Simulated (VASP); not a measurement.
# Ta2Ru (Fd-3m) in VASP: further runs

Runs on Ta2Ru. Level: PBE. Tasks: single point, relaxation of cell and atoms.

Everything below comes from runs of VASP 6.6.1. Logs are shortened: lines on timing, memory, paths and dates and some standing lists are left out, and cuts for length are marked.

### 1 The cell of the first run

It takes space group Fd-3m (No. 227, cubic). The conventional cell has a = 7.204 Å, b = 7.204 Å, c = 7.204 Å, α = 90.00°, β = 90.00°, γ = 90.00°. Ta (site symmetry -3m) has 6 Ta at 2.55 Å and 6 Ru at 2.99 Å within 3.4 Å. Within 3.9 Å of Ru (site symmetry -43m) lie 12 Ta at 2.99 Å and 4 Ru at 3.12 Å.

### 2 Single point, PBE

INCAR reads:

```
SYSTEM = Ta2Ru
PREC = Accurate ; ENCUT = 520
EDIFF = 1E-7 ; ISMEAR = 0
SIGMA = 0.1 ; LREAL = .False.
LASPH = .True. ; NELM = 80
ALGO = Normal ; ISIF = 2
LWAVE = .False. ; LCHARG = .True.
GGA = PE ; LELF = .True.
LVHAR = .True. ; NBANDS = 45
```

KPOINTS reads:

```
regular mesh
0
Gamma
  4 4 4
  0 0 0
```

POSCAR reads:

```
Ta2Ru
1.0
    0.0000000000      3.6018543706      3.6018543706
    3.6018543706      0.0000000000      3.6018543706
    3.6018543706      3.6018543706      0.0000000000
Ta Ru
4 2
Direct
    0.6250000000      0.6250000000      0.6250000000
    0.1250000000      0.6250000000      0.6250000000
    0.6250000000      0.6250000000      0.1250000000
    0.6250000000      0.1250000000      0.6250000000
    0.0000000000      0.0000000000      0.0000000000
    0.2500000000      0.2500000000      0.2500000000
```

Potentials or basis: VASP PAW PBE potentials, release 64 (Ta_pv, Ru_pv).

Launch:

```bash
$ cat potpaw_PBE.64/Ta_pv/POTCAR potpaw_PBE.64/Ru_pv/POTCAR > POTCAR
$ mpirun -np 1 vasp_std > vasp.out
```

OUTCAR:

```text
SYSTEM = Ta2Ru
   PREC = Accurate
   ENCUT = 520
   EDIFF = 1E-7
   ISMEAR = 0
   LREAL = .False.
   LASPH = .True.
   NELM = 80
   ISIF = 2
   GGA = PE

 ion  position               nearest neighbor table
   1  0.625  0.625  0.625-   2 2.55   3 2.55   4 2.55   3 2.55   4 2.55   2 2.55   6 2.99   5 2.99
                             6 2.99   5 2.99   6 2.99   5 2.99
   2  0.125  0.625  0.625-   1 2.55   3 2.55   4 2.55   1 2.55   3 2.55   4 2.55   6 2.99   5 2.99
                             5 2.99   6 2.99   5 2.99   6 2.99
   3  0.625  0.625  0.125-   1 2.55   1 2.55   2 2.55   4 2.55   4 2.55   2 2.55   6 2.99   5 2.99
                             6 2.99   5 2.99   6 2.99   5 2.99
   4  0.625  0.125  0.625-   1 2.55   3 2.55   1 2.55   2 2.55   3 2.55   2 2.55   6 2.99   5 2.99
                             6 2.99   5 2.99   6 2.99   5 2.99
   5  0.000  0.000  0.000-   1 2.99   1 2.99   1 2.99   2 2.99   3 2.99   4 2.99   4 2.99   2 2.99
                             4 2.99   3 2.99   2 2.99   3 2.99   6 3.12   6 3.12   6 3.12   6 3.12
   6  0.250  0.250  0.250-   2 2.99   3 2.99   4 2.99   1 2.99   1 2.99   1 2.99   2 2.99   2 2.99
                             3 2.99   4 2.99   3 2.99   4 2.99   5 3.12   5 3.12   5 3.12   5 3.12

  LATTYP: Found a face centered cubic cell.
 ALAT       =     7.2037087412

  Lattice vectors:

 A1 = (   0.0000000000,   3.6018543706,   3.6018543706)
 A2 = (   3.6018543706,   0.0000000000,   3.6018543706)
 A3 = (   3.6018543706,   3.6018543706,   0.0000000000)

Analysis of symmetry for initial positions (statically):
=====================================================================
 Subroutine PRICEL returns:
 Original cell was already a primitive cell.

 Routine SETGRP: Setting up the symmetry group for a
 face centered cubic supercell.

 Subroutine GETGRP returns: Found 48 space group operations
 (whereof 24 operations were pure point group operations)
 out of a pool of 48 trial point group operations.

The static configuration has the point symmetry T_d .
 The point group associated with its full space group is O_h .

Analysis of symmetry for dynamics (positions and initial velocities):
=====================================================================
 Subroutine PRICEL returns:
 Original cell was already a primitive cell.

 Routine SETGRP: Setting up the symmetry group for a
 face centered cubic supercell.

 Subroutine GETGRP returns: Found 48 space group operations
 (whereof 24 operations were pure point group operations)
 out of a pool of 48 trial point group operations.

The dynamic configuration has the point symmetry T_d .
 The point group associated with its full space group is O_h .

[... 94 lines left out ...]
   NFREE  =      0    steps in history (QN), initial steepest desc. (CG)
   ISIF   =      2    stress and relaxation
   ISYM   =      2    0-nonsym 1-usesym 2-fastsym
   POTIM  = 0.5000    time-step for ionic-motion
   TEBEG  =    0.0;   TEEND  =   0.0 temperature during run
   PSTRESS=    0.0 pullay stress
   NELECT =      72.0000    total number of electrons
   NUPDOWN=      -1.0000    fix difference up-down
   EMIN   =  10.00;   EMAX   =-10.00  energy-range for DOS
   EFERMI =   0.00;   METHOD = LEGACY
   ISMEAR =     0;   SIGMA  =   0.10  broadening in eV -4-tet -1-fermi 0-gaus
   EFERMI_NEDOS =   21; number of points for ismear=-14 and -15
   IALGO  =     38    algorithm
   IMIX   =      4    mixing-type and parameters
     AMIX     =   0.40;   BMIX     =  1.00
     AMIX_MAG =   1.60;   BMIX_MAG =  1.00
  volume/ion in A,a.u.               =      15.58       105.11
  Fermi-wavevector in a.u.,A,eV,Ry     =   1.500777  2.836057 30.644834  2.252332
  Thomas-Fermi vector in A             =   2.612233
   LORBIT       =      0    0 simple, 1 ext, 2 COOP (PROOUT), +10 PAW based schemes
   GGA     = PE    functional components
   LHFCALC =     F    Hartree Fock is set to
   AEXX    =    0.0000 exact exchange contribution
   IVDW    =     0    specifies the selected vdW correction
   LEPSILON=     F    determine dielectric tensor
   LRPA    =     F    only Hartree local field effects (RPA)
 non-spin polarized calculation
 Gauss-broadening in eV      SIGMA  =   0.10
  energy-cutoff  :      520.00
  volume of cell :       93.46
 maximum number of plane-waves:      2565
 NGX is ok and might be reduce to    40
   NGX = 19   NGY = 19   NGZ = 19

 number of electron      72.0000005 magnetization

 Free energy of the ion-electron system (eV)
  ---------------------------------------------------
  ext. energy  EPLUGINS =         0.00000000
  ---------------------------------------------------
  free energy    TOTEN  =       -61.89221651 eV

  energy without entropy =      -61.83825218  energy(sigma->0) =      -61.86523435

 E-fermi :   7.7480     XC(G=0): -13.3008

 val. band max:        7.6815764412   @ k =   0.5000   0.2500   0.0000
 cond. band min:       7.7669306261   @ k =   0.5000   0.2500   0.0000
 fundamental gap:      0.0853541848
 Fermi energy:         7.7479576629

 k-point     1 :       0.0000    0.0000    0.0000
  band No.  band energies     occupation
      1     -34.3185      2.00000
      2     -34.3185      2.00000
      3     -34.3185      2.00000
      4     -34.2597      2.00000
      5     -34.2597      2.00000
      6     -34.2597      2.00000
[... 373 lines left out ...]
     44      10.3478      0.00000
     45      11.4802      0.00000

------------------------ aborting loop because EDIFF is reached ----------------------------------------

  FORCE on cell =-STRESS in cart. coord.  units (eV):
  Direction    XX          YY          ZZ          XY          YZ          ZX
  --------------------------------------------------------------------------------------
  -------------------------------------------------------------------------------------
  Total       17.0598378     17.0598378     17.0598378     -0.0000000     -0.0000000      0.0000000
  in kB      292.4671115    292.4671115    292.4671115     -0.0000000     -0.0000000      0.0000000
  external PRESSURE =     292.4671115 kB  Pullay stress =       0.0000000 kB

 VOLUME and BASIS-vectors are now :
 -----------------------------------------------------------------------------
  energy-cutoff  :      520.00
  volume of cell :       93.46
      direct lattice vectors                 reciprocal lattice vectors
     0.000000000  3.601854371  3.601854371    -0.138817384  0.138817384  0.138817384
     3.601854371  0.000000000  3.601854371     0.138817384 -0.138817384  0.138817384
     3.601854371  3.601854371  0.000000000     0.138817384  0.138817384 -0.138817384

 POSITION                                       TOTAL-FORCE (eV/Angst)
 -----------------------------------------------------------------------------------
      4.50232      4.50232      4.50232        -0.000000     -0.000000     -0.000000
      4.50232      2.70139      2.70139        -0.000000     -0.000000     -0.000000
      2.70139      2.70139      4.50232        -0.000000     -0.000000     -0.000000
      2.70139      4.50232      2.70139        -0.000000     -0.000000     -0.000000
      0.00000      0.00000      0.00000         0.000000      0.000000      0.000000
      1.80093      1.80093      1.80093         0.000000      0.000000      0.000000
 -----------------------------------------------------------------------------------
    total drift:                               -0.000000     -0.000000      0.000000

  FREE ENERGIE OF THE ION-ELECTRON SYSTEM (eV)
  ---------------------------------------------------
  free  energy   TOTEN  =       -61.8922165084 eV

  energy  without entropy=      -61.8382521828  energy(sigma->0) =      -61.86523435
```

stdout:

```text
POSCAR found type information on POSCAR TaRu
 POSCAR found :  2 types and       6 ions
 scaLAPACK will be used
 LDA part: xc-table for (Slater+PW92), standard interpolation
 POSCAR, INCAR and KPOINTS ok, starting setup
 FFT: planning ... GRIDC
 FFT: planning ... GRID_SOFT
 FFT: planning ... GRID
 WAVECAR not read
 entering main loop
```

Run time: 34 s. Hardware: 1 thread of Intel Xeon 6975P-C (Granite Rapids), shared host; peak memory 0.24 GiB.

Results:

| Item | Value |
| --- | --- |
| Free energy | -61.8922 eV |
| Pressure | 29.2 GPa |
| Band gap on the k mesh | zero (band 36 reaches 7.80 eV, above the bottom of band 37 at 7.77 eV) |

Levels at points of the mesh, in eV from the Fermi level:
```csv
k point,band 34,band 35,band 36,band 37,band 38,band 39
"(0.00, 0.00, 0.00)",-0.15,-0.15,-0.15,0.05,0.05,4.38
"(0.50, 0.00, 0.00)",-0.47,-0.47,-0.07,0.37,1.71,1.71
"(0.50, 0.50, 0.00)",-0.43,-0.09,-0.09,0.84,0.84,1.70
```

Caveat: the k points lie up to 0.38 Å⁻¹ apart; spin-orbit coupling is left out, which moves the levels of the heavy elements.

### 3 Single point, PBE

This run uses another cell than the first one, of 17.57 Å³/atom, 1.128 times its volume.

INCAR reads:

```
PREC = Accurate ; ENCUT = 520
EDIFF = 1E-6 ; ISMEAR = 0
SIGMA = 0.1 ; LREAL = False
LASPH = True ; NELM = 60
ALGO = Normal ; ISIF = 2
LWAVE = False ; LCHARG = False
GGA = PE ; NBANDS = 45
```

KPOINTS reads:

```
Automatic mesh
0
Gamma
  4 4 4
```

POSCAR, as its differences from that of step 2:

```diff
@@ -2,5 +2,5 @@
 1.0
-    0.0000000000      3.6018543706      3.6018543706
-    3.6018543706      0.0000000000      3.6018543706
-    3.6018543706      3.6018543706      0.0000000000
+    0.0000000000      3.7495093331      3.7495093331
+    3.7495093331      0.0000000000      3.7495093331
+    3.7495093331      3.7495093331      0.0000000000
 Ta Ru
```

Potentials or basis: VASP PAW PBE potentials, release 64 (Ta_pv, Ru_pv).

Launch:

```bash
$ cat potpaw_PBE.64/Ta_pv/POTCAR potpaw_PBE.64/Ru_pv/POTCAR > POTCAR
$ mpirun -np 1 vasp_std > vasp.out
```

OUTCAR:

```text
PREC = Accurate
   ENCUT = 520
   EDIFF = 1E-6
   ISMEAR = 0
   LREAL = False
   LASPH = True
   NELM = 60
   ISIF = 2
   GGA = PE

 ion  position               nearest neighbor table
   1  0.625  0.625  0.625-   2 2.65   3 2.65   4 2.65   3 2.65   4 2.65   2 2.65   6 3.11   5 3.11
                             6 3.11   5 3.11   6 3.11   5 3.11
   2  0.125  0.625  0.625-   1 2.65   3 2.65   4 2.65   1 2.65   3 2.65   4 2.65   6 3.11   5 3.11
                             5 3.11   6 3.11   5 3.11   6 3.11
   3  0.625  0.625  0.125-   1 2.65   1 2.65   2 2.65   4 2.65   4 2.65   2 2.65   6 3.11   5 3.11
                             6 3.11   5 3.11   6 3.11   5 3.11
   4  0.625  0.125  0.625-   1 2.65   3 2.65   1 2.65   2 2.65   3 2.65   2 2.65   6 3.11   5 3.11
                             6 3.11   5 3.11   6 3.11   5 3.11
   5  0.000  0.000  0.000-   1 3.11   1 3.11   1 3.11   2 3.11   3 3.11   4 3.11   4 3.11   2 3.11
                             4 3.11   3 3.11   2 3.11   3 3.11   6 3.25   6 3.25   6 3.25   6 3.25
   6  0.250  0.250  0.250-   2 3.11   3 3.11   4 3.11   1 3.11   1 3.11   1 3.11   2 3.11   2 3.11
                             3 3.11   4 3.11   3 3.11   4 3.11   5 3.25   5 3.25   5 3.25   5 3.25

  LATTYP: Found a face centered cubic cell.
 ALAT       =     7.4990186662

  Lattice vectors:

[... 178 lines left out ...]
 k-point     1 :       0.0000    0.0000    0.0000
  band No.  band energies     occupation
      1     -35.5464      2.00000
      2     -35.5464      2.00000
      3     -35.5464      2.00000
      4     -35.5089      2.00000
      5     -35.5089      2.00000
      6     -35.5089      2.00000
[... 373 lines left out ...]
     44       8.8562      0.00000
     45       9.7767      0.00000

------------------------ aborting loop because EDIFF is reached ----------------------------------------

  FORCE on cell =-STRESS in cart. coord.  units (eV):
  Direction    XX          YY          ZZ          XY          YZ          ZX
  --------------------------------------------------------------------------------------
  -------------------------------------------------------------------------------------
  Total        0.2056209      0.2056209      0.2056209     -0.0000000     -0.0000000     -0.0000000
  in kB        3.1248168      3.1248168      3.1248168     -0.0000000     -0.0000000     -0.0000000
  external PRESSURE =       3.1248168 kB  Pullay stress =       0.0000000 kB

 VOLUME and BASIS-vectors are now :
 -----------------------------------------------------------------------------
  energy-cutoff  :      520.00
  volume of cell :      105.43
      direct lattice vectors                 reciprocal lattice vectors
     0.000000000  3.749509333  3.749509333    -0.133350782  0.133350782  0.133350782
     3.749509333  0.000000000  3.749509333     0.133350782 -0.133350782  0.133350782
     3.749509333  3.749509333  0.000000000     0.133350782  0.133350782 -0.133350782

 POSITION                                       TOTAL-FORCE (eV/Angst)
 -----------------------------------------------------------------------------------
      4.68689      4.68689      4.68689        -0.000000     -0.000000      0.000000
      4.68689      2.81213      2.81213         0.000000     -0.000000      0.000000
      2.81213      2.81213      4.68689         0.000000     -0.000000      0.000000
      2.81213      4.68689      2.81213         0.000000     -0.000000      0.000000
      0.00000      0.00000      0.00000        -0.000000     -0.000000     -0.000000
      1.87475      1.87475      1.87475         0.000000      0.000000      0.000000
 -----------------------------------------------------------------------------------
    total drift:                               -0.000000      0.000000      0.000000

  FREE ENERGIE OF THE ION-ELECTRON SYSTEM (eV)
  ---------------------------------------------------
  free  energy   TOTEN  =       -62.8998564972 eV

  energy  without entropy=      -62.8389331318  energy(sigma->0) =      -62.86939481
```

stdout:

```text
POSCAR found type information on POSCAR TaRu
 POSCAR found :  2 types and       6 ions
 scaLAPACK will be used
 LDA part: xc-table for (Slater+PW92), standard interpolation
 POSCAR, INCAR and KPOINTS ok, starting setup
 FFT: planning ... GRIDC
 FFT: planning ... GRID_SOFT
 FFT: planning ... GRID
 WAVECAR not read
 entering main loop
```

It took 31 s on 1 thread of Intel Xeon 6975P-C (Granite Rapids), shared host; peak memory 0.23 GiB.

What came out:

```
Free energy            : -62.8999 eV
Pressure               : 0.3 GPa
Band gap on the k mesh : zero (band 36 reaches 6.55 eV, above the bottom of band 37 at 6.45 eV)
```

Caveat: the k points lie up to 0.36 Å⁻¹ apart; spin-orbit coupling is left out, which moves the levels of the heavy elements.

### 4 Relaxation of cell and atoms, PBE

INCAR reads:

```
SYSTEM = Ta2Ru
PREC = Accurate
ENCUT = 600
EDIFF = 1E-6
ISMEAR = 0
SIGMA = 0.1
LREAL = .False.
LASPH = .True.
NELM = 80
ALGO = Normal
ISIF = 3
LWAVE = .False.
LCHARG = .False.
GGA = PE
IBRION = 2
NSW = 90
EDIFFG = -0.04
```

KPOINTS reads:

```
Automatic mesh
0
Gamma
  4 4 4
  0 0 0
```

POSCAR, as its differences from that of step 3:

```diff
@@ -2,5 +2,5 @@
 1.0
-    0.0000000000      3.7495093331      3.7495093331
-    3.7495093331      0.0000000000      3.7495093331
-    3.7495093331      3.7495093331      0.0000000000
+    0.0000000000      3.6018543706      3.6018543706
+    3.6018543706      0.0000000000      3.6018543706
+    3.6018543706      3.6018543706      0.0000000000
 Ta Ru
```

Launch:

```bash
$ cat potpaw_PBE.64/Ta_pv/POTCAR potpaw_PBE.64/Ru_pv/POTCAR > POTCAR
$ mpirun -np 1 vasp_std > vasp.out
```

Run time: 2 min. Hardware: 1 thread of Intel Xeon 6975P-C (Granite Rapids), shared host; peak memory 0.28 GiB.

It converged, with:

```yaml
Free_energy: -62.8954 eV
Relaxed_volume: 17.63 Å³/atom
Relaxed_cell: a = 5.308 Å, b = 5.308 Å, c = 5.308 Å, α = 60.00°, β = 60.00°, γ = 60.00°
Space_group_after_relaxing_to_0.05_Å: Fd-3m (No. 227)
Energy_gained_by_relaxing: 167.1 meV/atom
Ionic_steps: 4
Pressure_after_relaxing: -0.3 GPa
Band_gap_on_the_k_mesh: zero (band 36 reaches 6.52 eV, above the bottom of band 37 at 6.42 eV)
```

Step by step:
| step | energy change (eV) | largest force (eV/Å) | pressure (GPa) | volume (Å³) |
| --- | --- | --- | --- | --- |
| 1 | 0.0000 | 0.0000 | 29.25 | 93.46 |
| 2 | 2.5649 | 0.0000 | -28.44 | 137.44 |
| 3 | -0.9959 | 0.0000 | -1.90 | 106.71 |
| 4 | -1.0025 | 0.0000 | -0.30 | 105.76 |

Final structure:
```yaml
crystal:
  lattice:
    - [0.00000, 3.75348, 3.75348]
    - [3.75348, 0.00000, 3.75348]
    - [3.75348, 3.75348, 0.00000]
  atoms:
    - { symbol: Ta, position: [0.62500, 0.62500, 0.62500] }
    - { symbol: Ta, position: [0.12500, 0.62500, 0.62500] }
    - { symbol: Ta, position: [0.62500, 0.62500, 0.12500] }
    - { symbol: Ta, position: [0.62500, 0.12500, 0.62500] }
    - { symbol: Ru, position: [0.00000, 0.00000, 0.00000] }
    - { symbol: Ru, position: [0.25000, 0.25000, 0.25000] }
```

Levels at points of the mesh, in eV from the Fermi level:
```csv
k point,band 33,band 34,band 35,band 36,band 37,band 38,band 39,band 40
"(0.00, 0.00, 0.00)",-1.05,-0.10,-0.10,-0.10,0.09,0.09,3.58,4.27
"(0.50, 0.00, 0.00)",-0.63,-0.34,-0.34,-0.16,0.15,1.47,1.47,1.53
"(0.50, 0.50, 0.00)",-0.42,-0.42,-0.06,-0.06,0.75,0.75,1.52,1.52
```

Caveat: the k points lie up to 0.36 Å⁻¹ apart in the final cell; spin-orbit coupling is left out, which moves the levels of the heavy elements.

### 5 Single point, PBE

This run uses another cell than the first one, of 17.52 Å³/atom, 1.125 times its volume.

INCAR reads:

```
SYSTEM = Ta2Ru
  PREC = Accurate
  ENCUT = 520
  EDIFF = 1E-6
  ISMEAR = 0
  SIGMA = 0.1
  LREAL = .False.
  LASPH = .True.
  NELM = 80
  ALGO = Fast
  ISIF = 2
  LWAVE = .False.
  LCHARG = .True.
  GGA = PE
  LELF = .True.
  LVHAR = .True.
  NBANDS = 45
```

KPOINTS reads:

```
Automatic mesh
0
Gamma
  10 10 10
  0 0 0
```

POSCAR reads:

```
Ta2Ru
1.0
    0.0000000000      3.7456359221      3.7456359221
    3.7456359221      0.0000000000      3.7456359221
    3.7456359221      3.7456359221      0.0000000000
Ta Ru
4 2
Direct
    0.1250000000      0.1250000000      0.1250000000
    0.6250000000      0.1250000000      0.1250000000
    0.1250000000      0.1250000000      0.6250000000
    0.1250000000      0.6250000000      0.1250000000
    0.5000000000      0.5000000000      0.5000000000
    0.7500000000      0.7500000000      0.7500000000
```

Launch:

```bash
$ cat potpaw_PBE.64/Ta_pv/POTCAR potpaw_PBE.64/Ru_pv/POTCAR > POTCAR
$ mpirun -np 1 vasp_std > vasp.out
```

Run time: 2.7 min. Hardware: 1 thread of Intel Xeon 6975P-C (Granite Rapids), shared host; peak memory 0.35 GiB.

It converged, with:

- Free energy: -62.9916 eV
- Pressure: 0.3 GPa
- Band gap on the k mesh: zero (band 36 reaches 6.90 eV, above the bottom of band 37 at 6.38 eV)

Levels at points of the mesh, in eV from the Fermi level:
| k point | band 34 | band 35 | band 36 | band 37 | band 38 | band 39 |
| --- | --- | --- | --- | --- | --- | --- |
| (0.00, 0.00, 0.00) | -0.11 | -0.11 | -0.11 | 0.07 | 0.07 | 3.60 |
| (0.50, 0.00, 0.00) | -0.36 | -0.36 | -0.18 | 0.12 | 1.47 | 1.47 |
| (0.50, 0.50, 0.00) | -0.45 | -0.08 | -0.08 | 0.73 | 0.73 | 1.52 |

Caveat: spin-orbit coupling is left out, which moves the levels of the heavy elements.

### 6 The runs side by side

| task | cell | k mesh | cutoff (eV) | gap on the mesh (eV) | pressure (GPa) |
| --- | --- | --- | --- | --- | --- |
| single point | a = 5.094 Å, angles 60.0°, 6 atoms | 4 × 4 × 4 | 520 | none | 29.2 |
| single point | a = 5.303 Å, angles 60.0°, 6 atoms | 4 × 4 × 4 | 520 | none | 0.3 |
| relaxation of cell and atoms | relaxed from a = 5.094 Å, angles 60.0°, 6 atoms | 4 × 4 × 4 | 600 | none | -0.3 |
| single point | a = 5.297 Å, angles 60.0°, 6 atoms | 10 × 10 × 10 | 520 | none | 0.3 |

Alike in all rows: level PBE; potentials or basis VASP PAW PBE potentials, release 64 (Ta_pv, Ru_pv); no spin polarisation; smearing gaussian 0.1 eV.

Caveats: some runs use coarse meshes; spin-orbit coupling is left out, which moves the levels of the heavy elements.

Absolute energies hang on the potentials; compare differences alone.
